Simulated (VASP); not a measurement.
# LiCl (a cell with a defect) in VASP: relaxation of the atoms with PBEsol

Aim: the relaxation of the atoms of LiCl (a cell with a defect) with PBEsol.

Program: VASP 6.6.1. These are calculated values, not measurements. Logs are shortened: lines on timing, memory, paths and dates and some standing lists are left out, and cuts for length are marked.

**1. The cell of the first run**

The cell holds a defect, 62 atoms: a = 10.133 Å, b = 10.133 Å, c = 10.133 Å, α = 90.00°, β = 90.00°, γ = 90.00°.

**2. Relaxation of the atoms, PBEsol**

INCAR

```
SYSTEM = LiCl
ALGO = Normal
EDIFF = 1E-7
EDIFFG = -0.03
ENCUT = 650
GGA = PS
GGA_COMPAT = .FALSE.
IBRION = 2
ISIF = 2
ISMEAR = -1
ISYM = -1
KPAR = 1
LASPH = .TRUE.
LCHARG = .FALSE.
LREAL = Auto
LWAVE = .FALSE.
NELM = 120
NELMIN = 4
NSW = 100
PREC = Accurate
SIGMA = 0.05
```

KPOINTS

```
explicit points
1
Reciprocal
  0.25000000   0.25000000   0.25000000 1
```

POSCAR

```
LiCl
1.0
   10.1327090000      0.0000000000      0.0000000000
    0.0000000000     10.1327090000      0.0000000000
    0.0000000000      0.0000000000     10.1327090000
Cl Li
31 31
Direct
    0.2487870000      0.0022580000      0.5013580000
    0.2523710000      0.4992050000      0.9993440000
    0.2484030000      0.5015040000      0.5028290000
    0.7478080000      0.0002590000      0.0001170000
    0.7514310000      0.0014950000      0.4977730000
    0.7487060000      0.4990960000      0.9997080000
    0.7461760000      0.5012030000      0.4999280000
    0.9999420000      0.2493710000      0.9987450000
    0.0010570000      0.2546500000      0.5001980000
    0.0007260000      0.7475040000      0.9995690000
    0.9983860000      0.7511450000      0.4975660000
    0.4963200000      0.2470000000      0.0008080000
    0.5001940000      0.2526340000      0.5023750000
    0.5017360000      0.7492260000      0.9979020000
    0.4978730000      0.7486850000      0.4996730000
    0.0016740000      0.9989460000      0.2490000000
    0.9986300000      0.9936620000      0.7495630000
    0.9997500000      0.4981940000      0.2510240000
    0.9981220000      0.4986680000      0.7471700000
    0.4996090000      0.9974370000      0.2503790000
    0.4987670000      0.9970870000      0.7465970000
    0.4980170000      0.5004950000      0.2497000000
    0.4973830000      0.5000780000      0.7501250000
    0.2541210000      0.2501520000      0.2510160000
    0.2502690000      0.2517000000      0.7509490000
    0.2506580000      0.7497330000      0.2513350000
    0.2510590000      0.7472030000      0.7490520000
    0.7480810000      0.2496680000      0.2523210000
    0.7510870000      0.2505230000      0.7519660000
    0.7481570000      0.7495590000      0.2500510000
    0.7510180000      0.7505610000      0.7524680000
    0.0013310000      0.0031280000      0.9964500000
    0.9975010000      0.9979950000      0.5017110000
    0.0021460000      0.4972570000      0.9991050000
    0.0023820000      0.4977010000      0.4984730000
    0.4972120000      0.9976180000      0.0008570000
    0.4972730000      0.0011750000      0.5008480000
    0.5009620000      0.4977520000      0.0001310000
    0.2527890000      0.2504060000      0.9993360000
    0.2491410000      0.2506790000      0.4977850000
    0.2510820000      0.7501790000      0.9973860000
    0.2469420000      0.7495550000      0.5003750000
    0.7484660000      0.2516970000      0.0001610000
    0.7518450000      0.2511860000      0.4995780000
    0.7494920000      0.7491020000      0.9976630000
    0.7495230000      0.7488520000      0.4986900000
    0.2492250000      0.9965920000      0.2466690000
    0.2472540000      0.9992860000      0.7495100000
    0.2528310000      0.5024480000      0.2501070000
    0.2477990000      0.5007590000      0.7478250000
    0.7510200000      0.0011860000      0.2505140000
    0.7492100000      0.0032550000      0.7501980000
    0.7490090000      0.5010210000      0.2535710000
    0.7507380000      0.4993210000      0.7513250000
    0.0005430000      0.2482860000      0.2525800000
    0.9979830000      0.2502270000      0.7509450000
    0.0006910000      0.7503770000      0.2513630000
    0.9945970000      0.7487150000      0.7507410000
    0.5000350000      0.2530560000      0.2505110000
    0.4982790000      0.2525630000      0.7473030000
    0.4974260000      0.7467980000      0.2460610000
    0.4995160000      0.7468820000      0.7518030000
```

Potentials or basis: VASP PAW PBE potentials, release 64 (Cl, Li_sv).

Run with:

```bash
cat potpaw_PBE.64/Cl/POTCAR potpaw_PBE.64/Li_sv/POTCAR > POTCAR
mpirun -np 4 vasp_std > vasp.out
```

OUTCAR:

```text
SYSTEM = LiCl
   EDIFF = 1E-7
   EDIFFG = -0.03
   ENCUT = 650
   GGA = PS
   IBRION = 2
   ISIF = 2
   ISMEAR = -1
   ISYM = -1
   LASPH = .TRUE.
   LREAL = Auto
   NELM = 120
   NELMIN = 4
   NSW = 100
   PREC = Accurate

 ion  position               nearest neighbor table
   1  0.249  0.002  0.501-  48 2.51  40 2.52  37 2.52  33 2.55  42 2.56  47 2.58
   2  0.252  0.499  0.999-  38 2.52  39 2.52  34 2.54  49 2.54  41 2.54  50 2.55
   3  0.248  0.502  0.503-  50 2.48  35 2.49  42 2.51  40 2.54  49 2.56
   4  0.748  0.000  0.000-  52 2.53  51 2.54  36 2.54  45 2.55  43 2.55  32 2.57
   5  0.751  0.001  0.498-  33 2.49  51 2.51  44 2.53  52 2.56  46 2.56  37 2.58
   6  0.749  0.499  1.000-  43 2.51  38 2.51  54 2.52  45 2.53  34 2.57  53 2.57
   7  0.746  0.501  0.500-  53 2.50  46 2.51  44 2.53  54 2.55  35 2.60
   8  1.000  0.249  0.999-  32 2.50  56 2.51  34 2.51  43 2.55  39 2.56  55 2.57
   9  0.001  0.255  0.500-  35 2.46  55 2.51  40 2.51  44 2.53  56 2.54  33 2.60
  10  0.001  0.748  1.000-  58 2.52  34 2.54  41 2.54  45 2.55  57 2.55  32 2.59
  11  0.998  0.751  0.498-  57 2.49  33 2.50  42 2.52  46 2.52  58 2.57  35 2.57
  12  0.496  0.247  0.001-  39 2.47  36 2.53  59 2.53  38 2.54  43 2.56  60 2.57
  13  0.500  0.253  0.502-  60 2.48  40 2.54  37 2.55  44 2.55  59 2.55
  14  0.502  0.749  0.998-  62 2.49  45 2.51  61 2.52  36 2.52  41 2.54  38 2.55
  15  0.498  0.749  0.500-  42 2.54  46 2.55  62 2.55  37 2.56  61 2.57
  16  0.002  0.999  0.249-  47 2.51  57 2.52  55 2.53  51 2.54  32 2.56  33 2.56
  17  0.999  0.994  0.750-  58 2.48  32 2.50  33 2.51  48 2.52  52 2.53  56 2.60
[... 31 lines left out ...]
  49  0.253  0.502  0.250-  22 2.48  26 2.51   2 2.54  24 2.56   3 2.56  18 2.56
  50  0.248  0.501  0.748-   3 2.48  27 2.50  25 2.52  23 2.53  19 2.53   2 2.55
  51  0.751  0.001  0.251-   5 2.51  28 2.52   4 2.54  16 2.54  20 2.55  30 2.55
  52  0.749  0.003  0.750-  29 2.51  17 2.53   4 2.53  21 2.54   5 2.56  31 2.56
  53  0.749  0.501  0.254-   7 2.50  30 2.52  18 2.54  22 2.54  28 2.55   6 2.57
  54  0.751  0.499  0.751-  19 2.51   6 2.52  29 2.52  31 2.55   7 2.55  23 2.57
  55  0.001  0.248  0.253-   9 2.51  16 2.53  18 2.53  28 2.56  24 2.57   8 2.57
  56  0.998  0.250  0.751-  29 2.50   8 2.51  19 2.52   9 2.54  25 2.56  17 2.60
  57  0.001  0.750  0.251-  11 2.49  16 2.52  26 2.53  10 2.55  18 2.56  30 2.56
  58  0.995  0.749  0.751-  31 2.47  17 2.48  10 2.52  19 2.53  11 2.57  27 2.60
  59  0.500  0.253  0.251-  24 2.49  22 2.51  28 2.51  12 2.53  13 2.55  20 2.59
  60  0.498  0.253  0.747-  13 2.48  23 2.51  25 2.51  29 2.56  12 2.57  21 2.59
  61  0.497  0.747  0.246-  22 2.50  26 2.50  14 2.52  20 2.54  30 2.54  15 2.57
  62  0.500  0.747  0.752-  14 2.49  23 2.50  27 2.52  21 2.54  31 2.55  15 2.55

IMPORTANT INFORMATION: All symmetrisations will be switched off!
NOSYMM: (Re-)initialisation of all symmetry stuff for point group C_1.

----------------------------------------------------------------------------------------

                                     Primitive cell

[... 184 lines left out ...]
   EFERMI_NEDOS =   21; number of points for ismear=-14 and -15
   IALGO  =     38    algorithm
   IMIX   =      4    mixing-type and parameters
     AMIX     =   0.40;   BMIX     =  1.00
     AMIX_MAG =   1.60;   BMIX_MAG =  1.00
  volume/ion in A,a.u.               =      16.78       113.24
  Fermi-wavevector in a.u.,A,eV,Ry     =   1.093461  2.066341 16.267890  1.195656
  Thomas-Fermi vector in A             =   2.229746
   LORBIT       =      0    0 simple, 1 ext, 2 COOP (PROOUT), +10 PAW based schemes
   GGA     = PS    functional components
   LHFCALC =     F    Hartree Fock is set to
   AEXX    =    0.0000 exact exchange contribution
   IVDW    =     0    specifies the selected vdW correction
   LEPSILON=     F    determine dielectric tensor
   LRPA    =     F    only Hartree local field effects (RPA)
 conjugate gradient relaxation of ions
 non-spin polarized calculation
  energy-cutoff  :      650.00
  volume of cell :     1040.34
 maximum number of plane-waves:     39213
 NGX is ok and might be reduce to    84
   NGX = 43   NGY = 43   NGZ = 43

--------------------------------------- Ionic step        1  -------------------------------------------

 number of electron     310.0000001 magnetization

 Free energy of the ion-electron system (eV)
  ---------------------------------------------------
  ext. energy  EPLUGINS =         0.00000000
  ---------------------------------------------------
  free energy    TOTEN  =      -234.21780840 eV

  energy without entropy =     -234.21780840  energy(sigma->0) =     -234.21780840

------------------------ aborting loop because EDIFF is reached ----------------------------------------

  FORCE on cell =-STRESS in cart. coord.  units (eV):
  Direction    XX          YY          ZZ          XY          YZ          ZX
  --------------------------------------------------------------------------------------
  -------------------------------------------------------------------------------------
  Total       -2.4173510     -2.6560966     -2.6985955     -0.7098632     -0.6845021     -0.6235392
  in kB       -3.7228333     -4.0905125     -4.1559629     -1.0932225     -1.0541652     -0.9602795
  external PRESSURE =      -3.9897696 kB  Pullay stress =       0.0000000 kB
[... 755 lines left out ...]
--------------------------------------- Ionic step        9  -------------------------------------------

 number of electron     309.9999897 magnetization

 Free energy of the ion-electron system (eV)
  ---------------------------------------------------
  ext. energy  EPLUGINS =         0.00000000
  ---------------------------------------------------
  free energy    TOTEN  =      -235.60040417 eV

  energy without entropy =     -235.60040417  energy(sigma->0) =     -235.60040417

 E-fermi :   1.9026     XC(G=0):  -8.8812

 val. band max:        0.6247991120   @ k =   0.2500   0.2500   0.2500
 cond. band min:       5.9094056910   @ k =   0.2500   0.2500   0.2500
 fundamental gap:      5.2846065790
 Fermi energy:         1.9025744097

 k-point     1 :       0.2500    0.2500    0.2500
  band No.  band energies     occupation
      1     -42.3452      2.00000
      2     -42.3412      2.00000
      3     -42.3402      2.00000
      4     -42.3379      2.00000
      5     -42.3375      2.00000
      6     -42.2911      2.00000
[... 159 lines left out ...]
    166       8.3315      0.00000
    167       8.4752      0.00000
 [bands above 167 left out]

------------------------ aborting loop because EDIFF is reached ----------------------------------------

  FORCE on cell =-STRESS in cart. coord.  units (eV):
  Direction    XX          YY          ZZ          XY          YZ          ZX
  --------------------------------------------------------------------------------------
  -------------------------------------------------------------------------------------
  Total       -0.2800857      0.2054393      0.1874351     -0.5711872     -0.5671991     -0.5558074
  in kB       -0.4313451      0.3163861      0.2886588     -0.8796549     -0.8735131     -0.8559694
  external PRESSURE =       0.0578999 kB  Pullay stress =       0.0000000 kB
[... 77 lines left out ...]
  FREE ENERGIE OF THE ION-ELECTRON SYSTEM (eV)
  ---------------------------------------------------
  free  energy   TOTEN  =      -235.6004041689 eV

  energy  without entropy=     -235.6004041688  energy(sigma->0) =     -235.60040417

 reached required accuracy - stopping structural energy minimisation
```

It took 16 min on 4 MPI ranks of Intel Xeon Platinum 8375C at 2.90GHz (Ice Lake), shared host; peak memory 0.49 GiB.

What came out:

* Free energy: -235.6004 eV
* Energy gained by relaxing: 22.3 meV/atom
* Ionic steps: 9
* Pressure after relaxing: 0.0 GPa
* Largest force after relaxing: 0.024 eV/Å
* Band gap on the k mesh: 5.28 eV

Forces in eV/Å, atoms in the order of the input:
```
Cl   0.008  0.001  0.001
Cl   0.003  0.003  0.004
Cl  -0.001  0.001  0.001
Cl  -0.004 -0.002 -0.001
Cl  -0.006 -0.001  0.001
Cl  -0.009 -0.001 -0.003
Cl  -0.004 -0.003 -0.003
Cl   0.004 -0.002  0.000
Cl  -0.001  0.007 -0.003
Cl   0.008  0.000  0.000
Cl   0.000 -0.007  0.002
Cl  -0.004  0.003  0.001
Cl   0.002  0.002  0.000
Cl  -0.004  0.002  0.002
Cl   0.004 -0.006  0.001
Cl   0.004 -0.001  0.002
Cl   0.010  0.000  0.000
Cl  -0.005  0.001  0.005
Cl  -0.003  0.000 -0.010
Cl  -0.004  0.002  0.000
Cl  -0.002  0.000  0.001
Cl  -0.001 -0.001  0.003
Cl   0.003  0.000 -0.004
Cl  -0.002 -0.007 -0.005
Cl   0.001  0.001  0.008
Cl   0.000  0.008  0.000
Cl   0.006  0.006  0.009
Cl  -0.001 -0.001 -0.001
Cl   0.003 -0.003 -0.001
Cl   0.002  0.000 -0.004
Cl   0.006  0.001  0.000
Li  -0.002 -0.003  0.005
Li   0.011  0.003 -0.004
Li   0.000  0.004 -0.003
Li  -0.007  0.002  0.007
Li  -0.001  0.006 -0.002
Li   0.008 -0.005 -0.002
Li  -0.005  0.006 -0.002
Li   0.000  0.001 -0.003
Li   0.000 -0.005  0.005
Li   0.001 -0.001  0.002
Li   0.002 -0.006 -0.004
Li   0.000 -0.004 -0.006
Li  -0.009  0.013  0.000
Li  -0.010  0.006  0.002
Li   0.000 -0.019  0.005
Li   0.001  0.002  0.005
Li   0.003  0.000  0.005
Li   0.003 -0.004 -0.001
Li   0.006 -0.003  0.006
Li  -0.003 -0.004 -0.003
Li   0.001 -0.006  0.002
Li  -0.007 -0.003  0.010
Li  -0.008  0.000 -0.022
Li  -0.005  0.005 -0.001
Li   0.000  0.004 -0.008
Li  -0.001  0.002  0.005
Li   0.008  0.005 -0.007
Li  -0.001  0.000 -0.005
Li   0.002 -0.002  0.004
Li   0.000 -0.001  0.002
Li  -0.003  0.001  0.000
```

Stress tensor (GPa, compression positive):
```
-0.04 -0.09 -0.09
-0.09  0.03 -0.09
-0.09 -0.09  0.03
```

Step by step:
| step | energy change (eV) | largest force (eV/Å) | pressure (GPa) |
| --- | --- | --- | --- |
| 1 | 0.0000 | 0.8635 | -0.40 |
| 2 | -0.4944 | 0.7191 | -0.35 |
| 3 | -1.2738 | 0.2797 | -0.12 |
| 4 | -1.3019 | 0.1711 | -0.05 |
| 5 | -1.3329 | 0.1234 | -0.04 |
| 6 | -1.3726 | 0.1012 | 0.02 |
| 7 | -1.3792 | 0.0354 | 0.01 |
| 8 | -1.3809 | 0.0752 | 0.01 |
| 9 | -1.3826 | 0.0239 | 0.01 |

Levels at points of the mesh, in eV from the valence-band top:
```csv
k point,band 153,band 154,band 155,band 156,band 157,band 158
"(0.25, 0.25, 0.25)",-0.02,-0.01,0.00,5.28,6.76,6.99
```

Caveat: the PAW data sets were made with another functional, which shifts forces and pressure a little.
